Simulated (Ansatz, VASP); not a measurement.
Cu: VASP beside Ansatz

```xyz
6
Lattice="2.5667 0.0000 0.0000 -1.2833 2.2228 0.0000 0.0000 0.0000 25.4783" Properties=species:S:1:pos:R:3 pbc="T T T"
Cu    1.2833    0.7409    7.5182
Cu    0.0000    1.4819    9.5962
Cu    0.0000    0.0000   11.6869
Cu    1.2833    0.7409   13.7914
Cu    0.0000    1.4819   15.8821
Cu    0.0000    0.0000   17.9602
```

Alike in both runs: functional PBE; k mesh 15 × 15 × 1; occupations gaussian, width 0.1 eV; no spin polarisation.

Ansatz relaxed the structure, and its values are those at the end. VASP's run is a single point on that final structure, the one shown.

```csv
,VASP,Ansatz
version,VASP 6.6.1,Ansatz 0.2.0
potentials or method,"VASP PAW PBE potentials, release 64 (Cu), cutoff 520 eV","scalar-relativistic, plane waves, PAW"
valence electrons in the cell,66,114
```

```tsv
	VASP	Ansatz	Ansatz less VASP
gap on the k mesh at the Fermi level (eV)	none	none	-
rms of the force components (eV/Å)	0.007	0.000	-0.0064
```

A gap of «none» marks a metal or a gap that the smearing closes. VASP's potentials hold 66 valence electrons a cell and Ansatz's 114, so a difference there can come from the potentials and not from the codes. Ansatz's warnings: xc potential rough in thin density.
